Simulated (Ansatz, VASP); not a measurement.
# One calculation of Sn, two programs

POSCAR

```
Sn
1.0
   -1.8946518200      1.8946518200      1.8946518200
    1.8946518200     -1.8946518200      1.8946518200
    1.8946518200      1.8946518200     -1.8946518200
Sn
1
Direct
    0.0000000000      0.0000000000      0.0000000000
```

File INCAR.step1:

```
SYSTEM = Sn
  PREC = Accurate
  ENCUT = 600
  ISMEAR = 1
  SIGMA = 0.1
  LREAL = .FALSE.
  LASPH = .TRUE.
  NELM = 100
  GGA = PE
  ALGO = Normal
  EDIFF = 1E-4
  LWAVE = .TRUE.
  LCHARG = .FALSE.
```

INCAR.step2

```
SYSTEM = Sn
  PREC = Accurate
  ENCUT = 600
  EDIFF = 1E-6
  ISMEAR = 1
  SIGMA = 0.1
  LREAL = .FALSE.
  LASPH = .TRUE.
  NELM = 100
  ALGO = Normal
  ISIF = 3
  LWAVE = .FALSE.
  LCHARG = .FALSE.
  METAGGA = R2SCAN
  LMIXTAU = .TRUE.
  IBRION = 2
  NSW = 100
  EDIFFG = -0.01
  ISTART = 1
```

The input KPOINTS:

```
Automatic mesh
0
G
  12 12 12
  0 0 0
```

Input for Ansatz:

```yaml
crystal:
  lattice:
    - [-1.89465182, 1.89465182, 1.89465182]
    - [1.89465182, -1.89465182, 1.89465182]
    - [1.89465182, 1.89465182, -1.89465182]
  atoms:
    - { symbol: Sn, position: [0.0, 0.0, 0.0] }
kpoints:
  mp_grid:
    grid: [12, 12, 12]
    shift: [0.0, 0.0, 0.0]
hamiltonian:
  xc: r2scan
  dispersion: none
scf:
  occupations:
    method: cold
    width: 0.1
relax:
  max_steps: 100
  cell: {}
```

Alike in both runs: task relaxation of cell and atoms; functional r2SCAN; k mesh 12 × 12 × 12; no spin polarisation.

```csv
,VASP,Ansatz
version,VASP 6.6.1,Ansatz 0.2.0
potentials or method,"VASP PAW PBE potentials, release 64 (Sn_d)","plane waves, PAW"
plane-wave cutoff (eV),600,500
occupations,"methfessel-paxton of order 1, width 0.1 eV","cold, width 0.1 eV"
valence electrons in the cell,14,14
```

|  | VASP | Ansatz | Ansatz less VASP |
| --- | --- | --- | --- |
| relaxed volume (Å³/atom) | 26.83 | 26.78 | -0.050 |
| relaxed cell length with the largest relative difference (Å) | 3.266 | 3.264 | -0.0020 |

VASP's potentials were made for PBE, not for r2SCAN.
